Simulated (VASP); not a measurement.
A run of VASP 6.6.1 is set up as follows.

INCAR

```
PREC = Accurate
ENCUT = 520
EDIFF = 1E-6
ISMEAR = 0
SIGMA = 0.01
LREAL = False
LASPH = True
NELM = 60
ALGO = Normal
ISIF = 2
LWAVE = False
LCHARG = False
GGA = PE
NBANDS = 15
```

KPOINTS

```
regular mesh
0
Gamma
  3 3 3
```

Contents of POSCAR:

```
RbBr
1.0
    0.0000000000      3.4559500000      3.4559500000
    3.4559500000      0.0000000000      3.4559500000
    3.4559500000      3.4559500000      0.0000000000
Rb Br
1 1
Direct
    0.0000000000      0.0000000000      0.0000000000
    0.5000000000      0.5000000000      0.5000000000
```

Potentials or basis: VASP PAW PBE potentials, release 64 (Rb_sv, Br).

Launch:

```console
$ cat potpaw_PBE.64/Rb_sv/POTCAR potpaw_PBE.64/Br/POTCAR > POTCAR
$ mpirun -np 1 vasp_std > vasp.out
```

Q: Predict the band gap on the k mesh.

A: 4.30 eV, direct.

Q: What does it give for the pressure?

A: 0.6 GPa.

Caveat: the k points lie up to 0.52 Å⁻¹ apart. As with any semilocal functional, this PBE gap is likely too small.
